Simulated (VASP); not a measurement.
# TiO2 (P6_422) in VASP: notebook

TiO2 is run at these levels: r2SCAN; tasks: single point.

Program: VASP 6.6.1. These are calculated values, not measurements. Logs are shortened: lines on timing, memory, paths and dates and some standing lists are left out, and cuts for length are marked.

## 1. The cell of the first run

Symmetry: P6_422, No. 181, hexagonal system. The conventional cell has a = 5.711 Å, b = 5.711 Å, c = 6.273 Å, α = 90.00°, β = 90.00°, γ = 120.00°. Ti (site symmetry 222) has 4 O at 1.81 Å within 2.4 Å. Within 2.4 Å of O (site symmetry 2) lie 2 Ti at 1.81 Å.

## 2. Single point, r2SCAN

Contents of POSCAR:

```
TiO2
1.0
    5.7110056546      0.0000000000      0.0000000000
   -2.8555028273      4.9458759780      0.0000000000
    0.0000000000      0.0000000000      6.2728413892
Ti O
3 6
Direct
    0.0000000000      0.5000000000      0.3333333333
    0.5000000000      0.5000000000      0.6666666667
    0.5000000000      0.0000000000      0.0000000000
    0.5750261779      0.7875130889      0.8333333333
    0.7875130889      0.5750261779      0.5000000000
    0.7875130889      0.2124869111      0.1666666667
    0.4249738221      0.2124869111      0.8333333333
    0.2124869111      0.4249738221      0.5000000000
    0.2124869111      0.7875130889      0.1666666667
```

Contents of INCAR.step1:

```
PREC = Accurate ; ENCUT = 520
ISMEAR = 0 ; SIGMA = 0.02
LREAL = False ; LASPH = True
NELM = 60 ; NBANDS = 46
GGA = PE ; ALGO = Normal
EDIFF = 1E-4 ; LWAVE = True
LCHARG = False
```

Contents of INCAR.step2:

```
PREC = Accurate ; ENCUT = 520
EDIFF = 1E-6 ; ISMEAR = 0
SIGMA = 0.02 ; LREAL = False
LASPH = True ; NELM = 60
ALGO = Normal ; ISIF = 2
LWAVE = False ; LCHARG = False
METAGGA = R2SCAN ; LMIXTAU = True
NBANDS = 46 ; ISTART = 1
```

Contents of KPOINTS:

```
regular mesh
0
Gamma
  6 6 4
```

Potentials or basis: VASP PAW PBE potentials, release 64 (Ti_sv, O).

The run is started by

```bash
> cat potpaw_PBE.64/Ti_sv/POTCAR potpaw_PBE.64/O/POTCAR > POTCAR
> cp INCAR.step1 INCAR
> mpirun -np 1 vasp_std > vasp.out
> cp INCAR.step2 INCAR
> mpirun -np 1 vasp_std > vasp.out
```

OUTCAR:

```text
PREC = Accurate
   ENCUT = 520
   EDIFF = 1E-6
   ISMEAR = 0
   LREAL = False
   LASPH = True
   NELM = 60
   ISIF = 2
   METAGGA = R2SCAN
   ISTART = 1

 ion  position               nearest neighbor table
   1  0.000  0.500  0.333-   6 1.81   9 1.81   8 1.81   5 1.81
   2  0.500  0.500  0.667-   4 1.81   7 1.81   5 1.81   8 1.81
   3  0.500  0.000  0.000-   6 1.81   9 1.81   7 1.81   4 1.81
   4  0.575  0.788  0.833-   2 1.81   3 1.81
   5  0.788  0.575  0.500-   2 1.81   1 1.81
   6  0.788  0.212  0.167-   1 1.81   3 1.81
   7  0.425  0.212  0.833-   2 1.81   3 1.81
   8  0.212  0.425  0.500-   2 1.81   1 1.81
   9  0.212  0.788  0.167-   1 1.81   3 1.81

  LATTYP: Found a hexagonal cell.
 ALAT       =     5.7110056546
 C/A-ratio  =     1.0983777234

  Lattice vectors:

 A1 = (   5.7110056546,   0.0000000000,   0.0000000000)
 A2 = (  -2.8555028273,   4.9458759780,   0.0000000000)
 A3 = (   0.0000000000,   0.0000000000,   6.2728413892)

Analysis of symmetry for initial positions (statically):
=====================================================================
 Subroutine PRICEL returns:
 Original cell was already a primitive cell.

 Routine SETGRP: Setting up the symmetry group for a
 hexagonal supercell.

 Subroutine GETGRP returns: Found 12 space group operations
 (whereof  4 operations were pure point group operations)
 out of a pool of 24 trial point group operations.

The static configuration has the point symmetry D_2 .
 The point group associated with its full space group is D_6 .

Analysis of symmetry for dynamics (positions and initial velocities):
=====================================================================
 Subroutine PRICEL returns:
 Original cell was already a primitive cell.

 Routine SETGRP: Setting up the symmetry group for a
 hexagonal supercell.

 Subroutine GETGRP returns: Found 12 space group operations
 (whereof  4 operations were pure point group operations)
 out of a pool of 24 trial point group operations.

The dynamic configuration has the point symmetry D_2 .
 The point group associated with its full space group is D_6 .

 Subroutine INISYM returns: Found 12 space group operations
 (whereof  4 operations are pure point group operations),
 and found     1 'primitive' translations

----------------------------------------------------------------------------------------

                                     Primitive cell

  volume of cell :     177.1822

  direct lattice vectors                    reciprocal lattice vectors
     5.711005655  0.000000000  0.000000000     0.175100510  0.101094326  0.000000000
    -2.855502827  4.945875978  0.000000000     0.000000000  0.202188653  0.000000000
     0.000000000  0.000000000  6.272841389     0.000000000  0.000000000  0.159417390

  length of vectors
     5.711005655  5.711005655  6.272841389     0.202188653  0.202188653  0.159417390

  position of ions in fractional coordinates (direct lattice)
     0.000000000  0.500000000  0.333333333
     0.500000000  0.500000000  0.666666667
     0.500000000  0.000000000  0.000000000
     0.575026178  0.787513089  0.833333333
     0.787513089  0.575026178  0.500000000
     0.787513089  0.212486911  0.166666667
     0.424973822  0.212486911  0.833333333
     0.212486911  0.424973822  0.500000000
     0.212486911  0.787513089  0.166666667

  ion indices of the primitive-cell ions
   primitive index   ion index
                 1           1
                 2           2
                 3           3
                 4           4
                 5           5
                 6           6
                 7           7
                 8           8
                 9           9

----------------------------------------------------------------------------------------

 KPOINTS: regular mesh

Automatic generation of k-mesh.
 Grid dimensions read from file:
 generate k-points for:    6    6    4

 Generating k-lattice:

  Cartesian coordinates                     Fractional coordinates (reciprocal lattice)
     0.029183418  0.016849054  0.000000000     0.166666667 -0.000000000  0.000000000
     0.000000000  0.033698109  0.000000000     0.000000000  0.166666667  0.000000000
     0.000000000  0.000000000  0.039854347     0.000000000  0.000000000  0.250000000

  Length of vectors
     0.033698109  0.033698109  0.039854347

  Shift w.r.t. Gamma in fractional coordinates (k-lattice)
     0.000000000  0.000000000  0.000000000

 Subroutine IBZKPT returns following result:
 ===========================================

 Found     21 irreducible k-points:

 Following reciprocal coordinates:
            Coordinates               Weight
  0.000000  0.000000  0.000000      1.000000
  0.166667  0.000000  0.000000      6.000000
  0.333333  0.000000  0.000000      6.000000
  0.500000  0.000000  0.000000      3.000000
  0.166667  0.166667  0.000000      6.000000
  0.333333  0.166667  0.000000     12.000000
[... 13 lines left out ...]
  0.333333  0.166667  0.500000     12.000000
  0.333333  0.333333  0.500000      2.000000
   k-points           NKPTS =     21   k-points in BZ     NKDIM =     21   number of bands    NBANDS=     46
   number of dos      NEDOS =    301   number of ions     NIONS =      9
   total plane-waves  NPLWV =  84672
   dimension x,y,z NGX =    42 NGY =   42 NGZ =   48
   dimension x,y,z NGXF=    84 NGYF=   84 NGZF=   96
   ions per type =               3   6
   NGX,Y,Z   is equivalent  to a cutoff of  12.23, 12.23, 12.72 a.u.
   NGXF,Y,Z  is equivalent  to a cutoff of  24.45, 24.45, 25.44 a.u.
 SYSTEM =  unknown system
   PREC   = accura    normal or accurate (medium, high low for compatibility)
   ISTART =      1    job   : 0-new  1-cont  2-samecut
   ICHARG =      0    charge: 1-file 2-atom 10-const
   ISPIN  =      1    spin polarized calculation?
   LNONCOLLINEAR =      F non collinear calculations
   LSORBIT =      F    spin-orbit coupling
   LASPH  =      T    aspherical Exc in radial PAW
   ENCUT  =  520.0 eV  38.22 Ry    6.18 a.u.  10.62 10.62 11.66*2*pi/ulx,y,z
   NELM   =     60;   NELMIN=  2; NELMDL=  0     # of ELM steps
   EDIFF  = 0.1E-05   stopping-criterion for ELM
   LREAL  =      F    real-space projection
   EDIFFG = 0.1E-04   stopping-criterion for IOM
   NSW    =      0    number of steps for IOM
   IBRION =     -1    ionic relax: 0-MD 1-quasi-New 2-CG
   NFREE  =      0    steps in history (QN), initial steepest desc. (CG)
   ISIF   =      2    stress and relaxation
   ISYM   =      2    0-nonsym 1-usesym 2-fastsym
   POTIM  = 0.5000    time-step for ionic-motion
   TEBEG  =    0.0;   TEEND  =   0.0 temperature during run
   PSTRESS=    0.0 pullay stress
   NELECT =      72.0000    total number of electrons
   NUPDOWN=      -1.0000    fix difference up-down
   EMIN   =  10.00;   EMAX   =-10.00  energy-range for DOS
   EFERMI =   0.00;   METHOD = LEGACY
   ISMEAR =     0;   SIGMA  =   0.02  broadening in eV -4-tet -1-fermi 0-gaus
   EFERMI_NEDOS =   21; number of points for ismear=-14 and -15
   IALGO  =     38    algorithm
   IMIX   =      4    mixing-type and parameters
     AMIX     =   0.40;   BMIX     =  1.00
     AMIX_MAG =   1.60;   BMIX_MAG =  1.00
  volume/ion in A,a.u.               =      19.69       132.85
  Fermi-wavevector in a.u.,A,eV,Ry     =   1.212585  2.291454 20.005504  1.470363
  Thomas-Fermi vector in A             =   2.348065
   LORBIT       =      0    0 simple, 1 ext, 2 COOP (PROOUT), +10 PAW based schemes
   METAGGA = R2SCAN    functional components
   LHFCALC =     F    Hartree Fock is set to
   AEXX    =    0.0000 exact exchange contribution
   IVDW    =     0    specifies the selected vdW correction
   LEPSILON=     F    determine dielectric tensor
   LRPA    =     F    only Hartree local field effects (RPA)
 non-spin polarized calculation
 Gauss-broadening in eV      SIGMA  =   0.02
  energy-cutoff  :      520.00
  volume of cell :      177.18
 maximum number of plane-waves:      4824
   NGX = 21   NGY = 21   NGZ = 23

 number of electron      71.9999994 magnetization

 Free energy of the ion-electron system (eV)
  ---------------------------------------------------
  ext. energy  EPLUGINS =         0.00000000
  ---------------------------------------------------
  free energy    TOTEN  =      -103.42294608 eV

  energy without entropy =     -103.42294608  energy(sigma->0) =     -103.42294608

 E-fermi :  -1.7133     XC(G=0):  -8.0746

 val. band max:       -1.8117202505   @ k =   0.0000   0.0000   0.5000
 cond. band min:       2.0868203356   @ k =   0.0000   0.0000   0.0000
 fundamental gap:      3.8985405861
 Fermi energy:        -1.7133151795

 k-point     1 :       0.0000    0.0000    0.0000
  band No.  band energies     occupation
      1     -59.2759      2.00000
      2     -59.2653      2.00000
      3     -59.2653      2.00000
      4     -34.6740      2.00000
      5     -34.6432      2.00000
      6     -34.6431      2.00000
[... 38 lines left out ...]
     45       4.0761      0.00000
     46       4.6912      0.00000

 k-point     2 :       0.1667    0.0000    0.0000
  band No.  band energies     occupation
      1     -59.2753      2.00000
      2     -59.2660      2.00000
      3     -59.2653      2.00000
      4     -34.6718      2.00000
      5     -34.6467      2.00000
      6     -34.6459      2.00000
[... 38 lines left out ...]
     45       4.3322      0.00000
     46       4.7580      0.00000

 k-point     3 :       0.3333    0.0000    0.0000
  band No.  band energies     occupation
      1     -59.2737      2.00000
      2     -59.2676      2.00000
      3     -59.2653      2.00000
      4     -34.6667      2.00000
      5     -34.6530      2.00000
      6     -34.6510      2.00000
[... 871 lines left out ...]
     45       4.4307      0.00000
     46       4.7673      0.00000

 k-point    21 :       0.3333    0.3333    0.5000
  band No.  band energies     occupation
      1     -59.2724      2.00000
      2     -59.2671      2.00000
      3     -59.2671      2.00000
      4     -34.6730      2.00000
      5     -34.6484      2.00000
      6     -34.6484      2.00000
[... 38 lines left out ...]
     45       4.2699      0.00000
     46       4.7512      0.00000

------------------------ aborting loop because EDIFF is reached ----------------------------------------

  FORCE on cell =-STRESS in cart. coord.  units (eV):
  Direction    XX          YY          ZZ          XY          YZ          ZX
  --------------------------------------------------------------------------------------
  -------------------------------------------------------------------------------------
  Total        0.7399612      0.7399612      0.7710860      0.0000000      0.0000000      0.0000000
  in kB        6.6911294      6.6911294      6.9725765      0.0000000      0.0000000      0.0000000
  external PRESSURE =       6.7849451 kB  Pullay stress =       0.0000000 kB

 VOLUME and BASIS-vectors are now :
 -----------------------------------------------------------------------------
  energy-cutoff  :      520.00
  volume of cell :      177.18
      direct lattice vectors                 reciprocal lattice vectors
     5.711005655  0.000000000  0.000000000     0.175100510  0.101094326  0.000000000
    -2.855502827  4.945875978  0.000000000     0.000000000  0.202188653  0.000000000
     0.000000000  0.000000000  6.272841389     0.000000000  0.000000000  0.159417390

 POSITION                                       TOTAL-FORCE (eV/Angst)
 -----------------------------------------------------------------------------------
     -1.42775      2.47294      2.09095         0.000000      0.000000     -0.000000
      1.42775      2.47294      4.18189         0.000000      0.000000     -0.000000
      2.85550      0.00000      0.00000         0.000000      0.000000      0.000000
      1.03523      3.89494      5.22737         0.041014      0.023679      0.000000
      2.85550      2.84401      3.13642         0.000000      0.047359      0.000000
      3.89073      1.05093      1.04547         0.041014     -0.023679      0.000000
      1.82027      1.05093      5.22737        -0.041014     -0.023679      0.000000
      0.00000      2.10187      3.13642        -0.000000     -0.047359     -0.000000
     -1.03523      3.89494      1.04547        -0.041014      0.023679      0.000000
 -----------------------------------------------------------------------------------
    total drift:                                0.000000     -0.000000     -0.000001

  FREE ENERGIE OF THE ION-ELECTRON SYSTEM (eV)
  ---------------------------------------------------
  free  energy   TOTEN  =      -103.4229460820 eV

  energy  without entropy=     -103.4229460820  energy(sigma->0) =     -103.42294608
```

Run time: 21 min. Hardware: 1 thread of Intel Xeon 8259CL, shared host; peak memory 0.38 GiB.

What came out:

```yaml
Free_energy: -103.4229 eV
Pressure: 0.7 GPa
Largest_force: 0.047 eV/Å
Band_gap_on_the_k_mesh: 3.90 eV (least direct gap 3.98 eV)
```

Forces in eV/Å, atoms in the order of the input:
```
Ti   0.000  0.000  0.000
Ti   0.000  0.000  0.000
Ti   0.000  0.000  0.000
O    0.041  0.024  0.000
O    0.000  0.047  0.000
O    0.041 -0.024  0.000
O   -0.041 -0.024  0.000
O    0.000 -0.047  0.000
O   -0.041  0.024  0.000
```

Levels at points of the mesh, in eV from the valence-band top:
| k point | band 34 | band 35 | band 36 | band 37 | band 38 | band 39 |
| --- | --- | --- | --- | --- | --- | --- |
| (0.00, 0.00, 0.00) | -0.31 | -0.31 | -0.19 | 3.90 | 4.55 | 4.55 |
| (0.50, 0.00, 0.00) | -0.87 | -0.21 | -0.04 | 4.21 | 4.26 | 4.61 |
| (0.00, 0.00, 0.50) | -0.05 | 0.00 | 0.00 | 3.98 | 4.39 | 4.39 |
| (0.50, 0.00, 0.50) | -0.53 | -0.34 | -0.25 | 4.47 | 4.76 | 4.77 |

Caveat: the PAW data sets were made with another functional, which shifts forces and pressure a little. A k mesh can miss the band edges.

## 3. Single point, r2SCAN

POSCAR is that of step 2.

Contents of INCAR.step1:

```
SYSTEM = TiO2
PREC = Accurate
ENCUT = 520
ISMEAR = 0
SIGMA = 0.02
LREAL = .False.
LASPH = .True.
NELM = 80
NBANDS = 46
GGA = PE
ALGO = Normal
EDIFF = 1E-4
LWAVE = .True.
LCHARG = .False.
```

Contents of INCAR.step2:

```
SYSTEM = TiO2
PREC = Accurate
ENCUT = 520
EDIFF = 1E-7
ISMEAR = 0
SIGMA = 0.02
LREAL = .False.
LASPH = .True.
NELM = 80
ALGO = Normal
ISIF = 2
LWAVE = .False.
LCHARG = .True.
METAGGA = R2SCAN
LMIXTAU = .True.
LELF = .True.
LVHAR = .True.
NBANDS = 46
ISTART = 1
```

Contents of KPOINTS:

```
regular mesh
0
Gamma
  6 6 4
  0 0 0
```

Potentials or basis: VASP PAW PBE potentials, release 64 (Ti_sv, O).

The run is started by

```bash
> cat potpaw_PBE.64/Ti_sv/POTCAR potpaw_PBE.64/O/POTCAR > POTCAR
> cp INCAR.step1 INCAR
> mpirun -np 1 vasp_std > vasp.out
> cp INCAR.step2 INCAR
> mpirun -np 1 vasp_std > vasp.out
```

Run time: 20 min. Hardware: 1 thread of Intel Xeon 8259CL, shared host; peak memory 0.39 GiB.

Results (log left out):

| Item | Value |
| --- | --- |
| Free energy | -103.4229 eV |
| Pressure | 0.7 GPa |
| Largest force | 0.047 eV/Å |
| Band gap on the k mesh | 3.90 eV (least direct gap 3.98 eV) |

Forces on the atoms (eV/Å):
```
Ti   0.000  0.000  0.000
Ti   0.000  0.000  0.000
Ti   0.000  0.000  0.000
O    0.041  0.024  0.000
O    0.000  0.047  0.000
O    0.041 -0.024  0.000
O   -0.041 -0.024  0.000
O    0.000 -0.047  0.000
O   -0.041  0.024  0.000
```

Levels at points of the mesh, in eV from the valence-band top:
| k point | band 34 | band 35 | band 36 | band 37 | band 38 | band 39 |
| --- | --- | --- | --- | --- | --- | --- |
| (0.00, 0.00, 0.00) | -0.31 | -0.31 | -0.19 | 3.90 | 4.55 | 4.55 |
| (0.50, 0.00, 0.00) | -0.87 | -0.21 | -0.04 | 4.21 | 4.26 | 4.61 |
| (0.00, 0.00, 0.50) | -0.05 | 0.00 | 0.00 | 3.98 | 4.39 | 4.39 |
| (0.50, 0.00, 0.50) | -0.53 | -0.34 | -0.25 | 4.47 | 4.76 | 4.77 |

Caveat: the PAW data sets were made with another functional, which shifts forces and pressure a little. A k mesh can miss the band edges.
